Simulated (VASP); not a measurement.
# Ti (Im-3m) in VASP: a series of runs

Runs on Ti. Level: PBE. Tasks: single point.

Everything below comes from runs of VASP 6.6.1. Logs are shortened: lines on timing, memory, paths and dates and some standing lists are left out, and cuts for length are marked.

**1. The cell of the first run**

The structure is cubic, space group Im-3m (No. 229). The conventional cell has a = 3.282 Å, b = 3.282 Å, c = 3.282 Å, α = 90.00°, β = 90.00°, γ = 90.00°. Ti (site symmetry m-3m) has 14 Ti at 2.84 to 3.28 Å within 3.7 Å.

**2. Single point, PBE**

Input file INCAR:

```
SYSTEM = Ti
PREC = Accurate
ENCUT = 520
EDIFF = 1E-7
ISMEAR = 0
SIGMA = 0.023
LREAL = .False.
LASPH = .True.
NELM = 80
ALGO = Fast
ISIF = 2
LWAVE = .False.
LCHARG = .True.
GGA = PE
LELF = .True.
LVHAR = .True.
NBANDS = 12
```

Input file KPOINTS:

```
regular mesh
0
Gamma
  11 11 11
  0 0 0
```

Input file POSCAR:

```
Ti
1.0
   -1.6410000000      1.6410000000      1.6410000000
    1.6410000000     -1.6410000000      1.6410000000
    1.6410000000      1.6410000000     -1.6410000000
Ti
1
Direct
    0.0000000000      0.0000000000      0.0000000000
```

Potentials or basis: VASP PAW PBE potentials, release 64 (Ti_sv).

Launch:

```sh
$ cat potpaw_PBE.64/Ti_sv/POTCAR > POTCAR
$ mpirun -np 1 vasp_std > vasp.out
```

OUTCAR:

```text
SYSTEM = Ti
   PREC = Accurate
   ENCUT = 520
   EDIFF = 1E-7
   ISMEAR = 0
   LREAL = .False.
   LASPH = .True.
   NELM = 80
   ISIF = 2
   GGA = PE

 ion  position               nearest neighbor table
   1  0.000  0.000  0.000-

  LATTYP: Found a body centered cubic cell.
 ALAT       =     3.2820000000

  Lattice vectors:

 A1 = (  -1.6410000000,   1.6410000000,   1.6410000000)
 A2 = (   1.6410000000,  -1.6410000000,   1.6410000000)
 A3 = (   1.6410000000,   1.6410000000,  -1.6410000000)

Analysis of symmetry for initial positions (statically):
=====================================================================
 Subroutine PRICEL returns:
 Original cell was already a primitive cell.

 Routine SETGRP: Setting up the symmetry group for a
 body centered cubic supercell.

 Subroutine GETGRP returns: Found 48 space group operations
 (whereof 48 operations were pure point group operations)
 out of a pool of 48 trial point group operations.

The static configuration has the point symmetry O_h .

Analysis of symmetry for dynamics (positions and initial velocities):
=====================================================================
 Subroutine PRICEL returns:
 Original cell was already a primitive cell.

 Routine SETGRP: Setting up the symmetry group for a
 body centered cubic supercell.

 Subroutine GETGRP returns: Found 48 space group operations
 (whereof 48 operations were pure point group operations)
 out of a pool of 48 trial point group operations.

The dynamic configuration has the point symmetry O_h .

 Subroutine INISYM returns: Found 48 space group operations
 (whereof 48 operations are pure point group operations),
 and found     1 'primitive' translations

----------------------------------------------------------------------------------------

                                     Primitive cell

  volume of cell :      17.6761

  direct lattice vectors                    reciprocal lattice vectors
    -1.641000000  1.641000000  1.641000000     0.000000000  0.304692261  0.304692261
     1.641000000 -1.641000000  1.641000000     0.304692261  0.000000000  0.304692261
     1.641000000  1.641000000 -1.641000000     0.304692261  0.304692261  0.000000000

  length of vectors
     2.842295375  2.842295375  2.842295375     0.430899928  0.430899928  0.430899928

  position of ions in fractional coordinates (direct lattice)
     0.000000000  0.000000000  0.000000000

  ion indices of the primitive-cell ions
   primitive index   ion index
                 1           1

----------------------------------------------------------------------------------------

 KPOINTS: regular mesh

Automatic generation of k-mesh.
 Grid dimensions read from file:
 generate k-points for:   11   11   11

 Generating k-lattice:

  Cartesian coordinates                     Fractional coordinates (reciprocal lattice)
     0.000000000  0.027699296  0.027699296     0.090909091  0.000000000  0.000000000
     0.027699296  0.000000000  0.027699296     0.000000000  0.090909091  0.000000000
     0.027699296  0.027699296  0.000000000     0.000000000  0.000000000  0.090909091

  Length of vectors
     0.039172721  0.039172721  0.039172721

  Shift w.r.t. Gamma in fractional coordinates (k-lattice)
     0.000000000  0.000000000  0.000000000

 Subroutine IBZKPT returns following result:
 ===========================================

 Found     56 irreducible k-points:

 Following reciprocal coordinates:
            Coordinates               Weight
  0.000000  0.000000  0.000000      1.000000
  0.090909  0.000000  0.000000     12.000000
  0.181818  0.000000  0.000000     12.000000
  0.272727  0.000000  0.000000     12.000000
  0.363636  0.000000  0.000000     12.000000
  0.454545  0.000000  0.000000     12.000000
[... 16 lines left out ...]
  0.272727  0.181818  0.090909     48.000000
  0.363636  0.181818  0.090909     24.000000
 [... further k-points ...]
   k-points           NKPTS =     56   k-points in BZ     NKDIM =     56   number of bands    NBANDS=     12
   number of dos      NEDOS =    301   number of ions     NIONS =      1
   total plane-waves  NPLWV =  13824
   dimension x,y,z NGX =    24 NGY =   24 NGZ =   24
   dimension x,y,z NGXF=    48 NGYF=   48 NGZF=   48
   ions per type =               1
   NGX,Y,Z   is equivalent  to a cutoff of  14.04, 14.04, 14.04 a.u.
   NGXF,Y,Z  is equivalent  to a cutoff of  28.08, 28.08, 28.08 a.u.
 SYSTEM =  Ti
   PREC   = accura    normal or accurate (medium, high low for compatibility)
   ISTART =      0    job   : 0-new  1-cont  2-samecut
   ICHARG =      2    charge: 1-file 2-atom 10-const
   ISPIN  =      1    spin polarized calculation?
   LNONCOLLINEAR =      F non collinear calculations
   LSORBIT =      F    spin-orbit coupling
   LASPH  =      T    aspherical Exc in radial PAW
   ENCUT  =  520.0 eV  38.22 Ry    6.18 a.u.   5.28  5.28  5.28*2*pi/ulx,y,z
   NELM   =     80;   NELMIN=  2; NELMDL= -5     # of ELM steps
   EDIFF  = 0.1E-06   stopping-criterion for ELM
   LREAL  =      F    real-space projection
   EDIFFG = 0.1E-05   stopping-criterion for IOM
   NSW    =      0    number of steps for IOM
   IBRION =     -1    ionic relax: 0-MD 1-quasi-New 2-CG
   NFREE  =      0    steps in history (QN), initial steepest desc. (CG)
   ISIF   =      2    stress and relaxation
   ISYM   =      2    0-nonsym 1-usesym 2-fastsym
   POTIM  = 0.5000    time-step for ionic-motion
   TEBEG  =    0.0;   TEEND  =   0.0 temperature during run
   PSTRESS=    0.0 pullay stress
   NELECT =      12.0000    total number of electrons
   NUPDOWN=      -1.0000    fix difference up-down
   EMIN   =  10.00;   EMAX   =-10.00  energy-range for DOS
   EFERMI =   0.00;   METHOD = LEGACY
   ISMEAR =     0;   SIGMA  =   0.02  broadening in eV -4-tet -1-fermi 0-gaus
   EFERMI_NEDOS =   21; number of points for ismear=-14 and -15
   IALGO  =     68    algorithm
   IMIX   =      4    mixing-type and parameters
     AMIX     =   0.40;   BMIX     =  1.00
     AMIX_MAG =   1.60;   BMIX_MAG =  1.00
  volume/ion in A,a.u.               =      17.68       119.28
  Fermi-wavevector in a.u.,A,eV,Ry     =   1.438821  2.718977 28.166848  2.070205
  Thomas-Fermi vector in A             =   2.557745
   LORBIT       =      0    0 simple, 1 ext, 2 COOP (PROOUT), +10 PAW based schemes
   GGA     = PE    functional components
   LHFCALC =     F    Hartree Fock is set to
   AEXX    =    0.0000 exact exchange contribution
   IVDW    =     0    specifies the selected vdW correction
   LEPSILON=     F    determine dielectric tensor
   LRPA    =     F    only Hartree local field effects (RPA)
 non-spin polarized calculation
 RMM-DIIS sequential band-by-band and
 Gauss-broadening in eV      SIGMA  =   0.02
  energy-cutoff  :      520.00
  volume of cell :       17.68
 maximum number of plane-waves:       486
 NGX is ok and might be reduce to    24
   NGX = 11   NGY = 11   NGZ = 11

 number of electron      12.0000001 magnetization

 Free energy of the ion-electron system (eV)
  ---------------------------------------------------
  ext. energy  EPLUGINS =         0.00000000
  ---------------------------------------------------
  free energy    TOTEN  =        -7.71633465 eV

  energy without entropy =       -7.71497609  energy(sigma->0) =       -7.71565537

 E-fermi :   7.9001     XC(G=0): -11.4089

 val. band max:        7.8921760472   @ k =  -0.3636  -0.4545   0.0909
 cond. band min:       7.9022101471   @ k =   0.1818   0.0909   0.0909
 fundamental gap:      0.0100340999
 Fermi energy:         7.9001248520

 k-point     1 :       0.0000    0.0000    0.0000
  band No.  band energies     occupation
      1     -48.6404      2.00000
      2     -24.5178      2.00000
      3     -24.5178      2.00000
      4     -24.5178      2.00000
      5       1.9907      2.00000
      6       8.8911      0.00000
      7       8.8911      0.00000
      8       8.8911      0.00000
      9      10.6109      0.00000
     10      10.6109      0.00000
     11      25.1905      0.00000
     12      25.1905      0.00000

 k-point     2 :       0.0909    0.0000    0.0000
  band No.  band energies     occupation
      1     -48.6308      2.00000
      2     -24.5703      2.00000
      3     -24.5341      2.00000
      4     -24.5181      2.00000
      5       2.2673      2.00000
      6       8.7676      0.00000
      7       8.8507      0.00000
      8       9.0905      0.00000
      9      10.4763      0.00000
     10      10.6191      0.00000
     11      24.7197      0.00000
     12      25.1302      0.00000

 k-point     3 :       0.1818    0.0000    0.0000
  band No.  band energies     occupation
      1     -48.6050      2.00000
      2     -24.7090      2.00000
      3     -24.5773      2.00000
      4     -24.5190      2.00000
      5       3.0442      2.00000
      6       8.4525      0.00000
      7       8.6358      0.00000
      8       9.6575      0.00000
      9      10.3049      0.00000
     10      10.6548      0.00000
     11      23.2075      0.00000
     12      24.4738      0.00000
[... 286 lines left out ...]
 k-point    23 :       0.2727    0.1818    0.0909
  band No.  band energies     occupation
      1     -48.5187      2.00000
      2     -25.0361      2.00000
      3     -24.7583      2.00000
      4     -24.6143      2.00000
      5       6.3664      2.00000
      6       7.3656      2.00000
      7       7.6814      2.00000
      8      10.7288      0.00000
      9      10.9495      0.00000
     10      13.3755      0.00000
     11      17.5911      0.00000
     12      19.1689      0.00000

 k-point    24 :       0.3636    0.1818    0.0909
  band No.  band energies     occupation
      1     -48.5119      2.00000
      2     -25.0376      2.00000
      3     -24.8004      2.00000
      4     -24.6185      2.00000
      5       6.4757      2.00000
      6       7.3329      2.00000
      7       7.9332      0.04185
      8      10.7875      0.00000
      9      10.9765      0.00000
     10      14.1142      0.00000
     11      16.3282      0.00000
     12      18.8641      0.00000

 [... further k-points ...]

------------------------ aborting loop because EDIFF is reached ----------------------------------------

  FORCE on cell =-STRESS in cart. coord.  units (eV):
  Direction    XX          YY          ZZ          XY          YZ          ZX
  --------------------------------------------------------------------------------------
  -------------------------------------------------------------------------------------
  Total       -0.3420193     -0.3420193     -0.3420193      0.0000000      0.0000000      0.0000000
  in kB      -31.0009838    -31.0009838    -31.0009838      0.0000000      0.0000000      0.0000000
  external PRESSURE =     -31.0009838 kB  Pullay stress =       0.0000000 kB

 VOLUME and BASIS-vectors are now :
 -----------------------------------------------------------------------------
  energy-cutoff  :      520.00
  volume of cell :       17.68
      direct lattice vectors                 reciprocal lattice vectors
    -1.641000000  1.641000000  1.641000000     0.000000000  0.304692261  0.304692261
     1.641000000 -1.641000000  1.641000000     0.304692261  0.000000000  0.304692261
     1.641000000  1.641000000 -1.641000000     0.304692261  0.304692261  0.000000000

 POSITION                                       TOTAL-FORCE (eV/Angst)
 -----------------------------------------------------------------------------------
      0.00000      0.00000      0.00000         0.000000      0.000000      0.000000
 -----------------------------------------------------------------------------------
    total drift:                                0.000000      0.000000      0.000000

  FREE ENERGIE OF THE ION-ELECTRON SYSTEM (eV)
  ---------------------------------------------------
  free  energy   TOTEN  =        -7.7163346488 eV

  energy  without entropy=       -7.7149760855  energy(sigma->0) =       -7.71565537
```

It took 19 s on 1 thread of Intel Xeon Platinum 8259CL at 2.50GHz (Skylake/Cascade Lake), shared host; peak memory 0.14 GiB.

Results:

```
Free energy            : -7.7163 eV
Pressure               : -3.1 GPa
Band gap on the k mesh : zero (band 6 reaches 8.90 eV, above the bottom of band 7 at 7.33 eV)
```

**3. Single point, PBE**

Input file INCAR:

```
SYSTEM = Ti
PREC     = Accurate       ! precision mode
ENCUT    = 520            ! plane-wave cutoff, eV
EDIFF    = 1E-7           ! SCF threshold, eV
ISMEAR   = 0              ! smearing method
SIGMA    = 0.024          ! smearing width, eV
LREAL    = .FALSE.        ! projectors in reciprocal space
LASPH    = .TRUE.         ! aspherical terms in the spheres
NELM     = 80             ! most SCF steps
ALGO     = Normal         ! electronic algorithm
ISIF     = 2              ! what is computed and relaxed
LWAVE    = .FALSE.        ! write WAVECAR
LCHARG   = .TRUE.         ! write CHGCAR
GGA      = PE             ! functional
LELF     = .TRUE.         ! ELF
LVHAR    = .TRUE.       
NBANDS   = 12             ! bands
```

Input file KPOINTS:

```
Automatic mesh
0
G
  11 11 11
  0 0 0
```

POSCAR is that of step 2.

Potentials or basis: VASP PAW PBE potentials, release 64 (Ti_sv).

Launch:

```sh
$ cat potpaw_PBE.64/Ti_sv/POTCAR > POTCAR
$ mpirun -np 1 vasp_std > vasp.out
```

Run time: 10 s. Hardware: 1 thread of Intel Xeon Platinum 8259CL at 2.50GHz (Skylake/Cascade Lake), shared host; peak memory 0.14 GiB.

Results (log left out):

| Item | Value |
| --- | --- |
| Free energy | -7.7164 eV |
| Pressure | -3.1 GPa |
| Band gap on the k mesh | zero (band 6 reaches 8.90 eV, above the bottom of band 7 at 7.33 eV) |

Levels at points of the mesh, in eV from the Fermi level:
| k point | band 2 | band 3 | band 4 | band 5 | band 6 | band 7 | band 8 | band 9 | band 10 | band 11 |
| --- | --- | --- | --- | --- | --- | --- | --- | --- | --- | --- |
| (0.00, 0.00, 0.00) | -32.42 | -32.42 | -32.42 | -5.91 | 0.99 | 0.99 | 0.99 | 2.71 | 2.71 | 17.29 |

**4. Single point, PBE**

Input file INCAR:

```
PREC     = Accurate       # precision mode
ENCUT    = 520            # plane-wave cutoff, eV
EDIFF    = 1E-6           # SCF threshold, eV
ISMEAR   = 0              # smearing method
SIGMA    = 0.025          # smearing width, eV
LREAL    = F              # projectors in reciprocal space
LASPH    = T              # aspherical terms in the spheres
NELM     = 80             # most SCF steps
ALGO     = Normal         # electronic algorithm
ISIF     = 2              # what is computed and relaxed
LWAVE    = F              # write WAVECAR
LCHARG   = F              # write CHGCAR
GGA      = PE             # functional
NBANDS   = 12             # bands
```

Input file KPOINTS:

```
regular mesh
0
Gamma
  11 11 11
```

POSCAR is that of step 3.

Launch:

```sh
$ cat potpaw_PBE.64/Ti_sv/POTCAR > POTCAR
$ mpirun -np 1 vasp_std > vasp.out
```

It took 8.6 s on 1 thread of Intel Xeon Platinum 8259CL at 2.50GHz (Skylake/Cascade Lake), shared host; peak memory 0.14 GiB.

The run converged. Its results:

```yaml
Free_energy: -7.7165 eV
Pressure: -3.1 GPa
Band_gap_on_the_k_mesh: zero (band 6 reaches 8.90 eV, above the bottom of band 7 at 7.33 eV)
```

Levels at points of the mesh, in eV from the Fermi level:
```
           k point  band 3  band 4  band 5  band 6  band 7  band 8  band 9  band 10
(0.00, 0.00, 0.00)  -32.42  -32.42   -5.91    0.99    0.99    0.99    2.71     2.71
```

**5. Single point, PBE**

Input file INCAR:

```
  PREC = Accurate
  ENCUT = 520
  EDIFF = 1E-6
  ISMEAR = 0
  SIGMA = 0.026000000000000002
  LREAL = False
  LASPH = True
  NELM = 60
  ALGO = Fast
  ISIF = 2
  LWAVE = False
  LCHARG = False
  GGA = PE
  NBANDS = 12
```

KPOINTS is that of step 4.

POSCAR is that of step 4.

Potentials or basis: VASP PAW PBE potentials, release 64 (Ti_sv).

Launch:

```sh
$ cat potpaw_PBE.64/Ti_sv/POTCAR > POTCAR
$ mpirun -np 1 vasp_std > vasp.out
```

OUTCAR:

```text
PREC = Accurate
   ENCUT = 520
   EDIFF = 1E-6
   ISMEAR = 0
   LREAL = False
   LASPH = True
   NELM = 60
   ISIF = 2
   GGA = PE

 ion  position               nearest neighbor table
   1  0.000  0.000  0.000-

  LATTYP: Found a body centered cubic cell.
 ALAT       =     3.2820000000

  Lattice vectors:

 A1 = (  -1.6410000000,   1.6410000000,   1.6410000000)
 A2 = (   1.6410000000,  -1.6410000000,   1.6410000000)
 A3 = (   1.6410000000,   1.6410000000,  -1.6410000000)

[... 530 lines left out ...]
      3     -24.8012      2.00000
      4     -24.6193      2.00000
      5       6.4755      2.00000
      6       7.3326      2.00000
      7       7.9332      0.07182
      8      10.7869      0.00000
      9      10.9759      0.00000
     10      14.1137      0.00000
     11      16.3280      0.00000
     12      18.8640      0.00000

 [... further k-points ...]
[... 5 lines left out ...]
  --------------------------------------------------------------------------------------
  -------------------------------------------------------------------------------------
  Total       -0.3566349     -0.3566349     -0.3566349      0.0000000      0.0000000     -0.0000000
  in kB      -32.3257586    -32.3257586    -32.3257586      0.0000000      0.0000000     -0.0000000
  external PRESSURE =     -32.3257586 kB  Pullay stress =       0.0000000 kB

 VOLUME and BASIS-vectors are now :
 -----------------------------------------------------------------------------
  energy-cutoff  :      520.00
  volume of cell :       17.68
      direct lattice vectors                 reciprocal lattice vectors
    -1.641000000  1.641000000  1.641000000     0.000000000  0.304692261  0.304692261
     1.641000000 -1.641000000  1.641000000     0.304692261  0.000000000  0.304692261
     1.641000000  1.641000000 -1.641000000     0.304692261  0.304692261  0.000000000

 POSITION                                       TOTAL-FORCE (eV/Angst)
 -----------------------------------------------------------------------------------
      0.00000      0.00000      0.00000         0.000000      0.000000      0.000000
 -----------------------------------------------------------------------------------
    total drift:                                0.000000      0.000000      0.000000

  FREE ENERGIE OF THE ION-ELECTRON SYSTEM (eV)
  ---------------------------------------------------
  free  energy   TOTEN  =        -7.7165204329 eV

  energy  without entropy=       -7.7148274394  energy(sigma->0) =       -7.71567394
```

OSZICAR:

```text
N       E                     dE             d eps       ncg     rms          rms(c)
DAV:   1     0.861459578348E+02    0.86146E+02   -0.65794E+03  1344   0.120E+03
[... 13 lines left out ...]
RMM:  15    -0.771652380699E+01   -0.23722E-04   -0.21178E-04  1796   0.101E-01    0.153E-01
RMM:  16    -0.771665169110E+01   -0.12788E-03   -0.38128E-04  1983   0.169E-01    0.295E-01
RMM:  17    -0.771657046554E+01    0.81226E-04   -0.17461E-04  1765   0.108E-01    0.197E-01
RMM:  18    -0.771652186569E+01    0.48600E-04   -0.26049E-04  1940   0.156E-01    0.697E-02
RMM:  19    -0.771651898740E+01    0.28783E-05   -0.42227E-05  1636   0.667E-02    0.239E-02
RMM:  20    -0.771652045322E+01   -0.14658E-05   -0.77467E-06  1288   0.205E-02    0.170E-02
RMM:  21    -0.771652043288E+01    0.20345E-07   -0.52950E-06  1284   0.196E-02
   1 F= -.77165204E+01 E0= -.77156739E+01  d E =-.169299E-02
```

stdout:

```text
POSCAR found type information on POSCAR Ti
 POSCAR found :  1 types and       1 ions
 scaLAPACK will be used
 LDA part: xc-table for (Slater+PW92), standard interpolation
 POSCAR, INCAR and KPOINTS ok, starting setup
 FFT: planning ... GRIDC
 FFT: planning ... GRID_SOFT
 FFT: planning ... GRID
 WAVECAR not read
 entering main loop
```

Wall time 16 s (1 thread of Intel Xeon Platinum 8259CL at 2.50GHz (Skylake/Cascade Lake), shared host); peak memory 0.14 GiB.

What came out:

* Free energy: -7.7165 eV
* Pressure: -3.2 GPa
* Band gap on the k mesh: zero (band 6 reaches 8.90 eV, above the bottom of band 7 at 7.33 eV)

Levels at points of the mesh, in eV from the Fermi level:
| k point | band 4 | band 5 | band 6 | band 7 | band 8 | band 9 |
| --- | --- | --- | --- | --- | --- | --- |
| (0.00, 0.00, 0.00) | -32.42 | -5.91 | 0.99 | 0.99 | 0.99 | 2.71 |

**6. The runs side by side**

```csv
smearing,gap on the mesh (eV),pressure (GPa)
gaussian 0.023 eV,none,-3.1
gaussian 0.024 eV,none,-3.1
gaussian 0.025 eV,none,-3.1
gaussian 0.026 eV,none,-3.2
```

Alike in all rows: task single point; level PBE; potentials or basis VASP PAW PBE potentials, release 64 (Ti_sv); no spin polarisation; cell as given; k mesh 11 × 11 × 11; cutoff (eV) 520.

Every run on the cell as given and a fine mesh finds a metal.

Total energies depend on the potentials used, so only differences within one code and one set of settings carry meaning.
